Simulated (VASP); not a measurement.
The system is PtS2.

```xyz
3
Lattice="3.5526 0.0000 0.0000 -1.7763 3.0767 0.0000 0.0000 0.0000 5.2262" Properties=species:S:1:pos:R:3 pbc="T T T"
Pt    0.0000    0.0000    0.0000
S     0.0000    2.0511    1.2281
S     1.7763    1.0256    3.9981
```

This cell differs from its parent crystal: uniaxial z strain +2.0%.

Base run:

```yaml
Program: VASP 6.6.1
Functional: r2SCAN
Potentials_or_basis: VASP PAW PBE potentials, release 64 (Pt, S)
Cutoff: 520 eV
k_mesh: 12 × 12 × 6
Occupations: gaussian, width 0.01 eV
Spin: no spin polarisation
```

Its results: band gap on the k mesh 0.94 eV (least direct gap 1.19 eV); pressure 0.7 GPa; largest force 0.047 eV/Å.

Question: The run is repeated on the same cell with these changes: functional from r2SCAN to PBE; occupations from gaussian, width 0.01 eV to fermi-dirac, width 0.02 eV. What comes out?

Answer: Band gap on the k mesh 0.78 eV (least direct gap 1.02 eV); pressure 2.7 GPa; largest force 0.018 eV/Å.

Caveats: spin-orbit coupling is left out, which moves the levels of the heavy elements; the PAW data sets were made with another functional, which shifts forces and pressure a little (at least some runs).

A k mesh can miss the band edges.
